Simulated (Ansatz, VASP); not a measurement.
One calculation of AlO, two programs

```
Al O
1.0
    -1.64117    1.88118    4.17399
     1.64117   -1.88118    4.17399
     1.64117    1.88118   -4.17399
Al O
2 2
Direct
  0.34442 0.84442 0.50000
  0.65558 0.15558 0.50000
  0.22847 0.22847 0.00000
  0.77153 0.77153 0.00000
```

Change from the starting cell: the structure that the rattled litharge type (P4/nmm, No. 129) fell into.

Alike in both runs: task relaxation of cell and atoms; functional PBE; k mesh 12 × 12 × 12; occupations gaussian, width 0.02 eV; no spin polarisation.

|  | VASP | Ansatz |
| --- | --- | --- |
| version | VASP 6.6.1 | Ansatz 0.2.0 |
| potentials or method | VASP PAW PBE potentials, release 64 (Al, O), cutoff 600 eV | scalar-relativistic, plane waves, PAW |
| valence electrons in the cell | 18 | 18 |

Ansatz gave:

| Item | Value |
| --- | --- |
| gap on the k mesh at the Fermi level, each at its own relaxed structure (eV) | 2.10 |
| relaxed volume (Å³/atom) | 12.88 |
| relaxed cell length with the largest relative difference (Å) | 4.863 |

Question: Estimate VASP's values.

Answer: gap on the k mesh at the Fermi level, each at its own relaxed structure (eV): 2.10; relaxed volume (Å³/atom): 12.85; relaxed cell length with the largest relative difference (Å): 4.858.
